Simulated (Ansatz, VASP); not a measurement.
## Two plane-wave programs on SiC

```
Si C
1.0
     0.00000    2.18985    2.18985
     2.18985    0.00000    2.18985
     2.18985    2.18985    0.00000
Si C
1 1
Cartesian
  3.2848 3.2848 3.2848
  0.0000 0.0000 0.0000
```

Alike in both runs: task single point; functional LDA; k mesh 11 × 11 × 11; occupations fermi-dirac, width 0.01 eV; no spin polarisation.

|  | VASP | Ansatz |
| --- | --- | --- |
| version | VASP 6.6.1 | Ansatz 0.2.0 |
| potentials or method | VASP PAW LDA potentials, release 64 (Si, C), cutoff 600 eV | plane-wave PAW DFT |
| valence electrons in the cell | 8 | 8 |

```tsv
	VASP	Ansatz	Ansatz less VASP
gap on the k mesh at the Fermi level (eV)	1.41	1.42	+0.011
```

Ansatz warns that its potentials were made for another functional, while VASP's fit it. LDA's correlation is that of Perdew and Zunger in VASP and of Perdew and Wang (1992) in Ansatz.
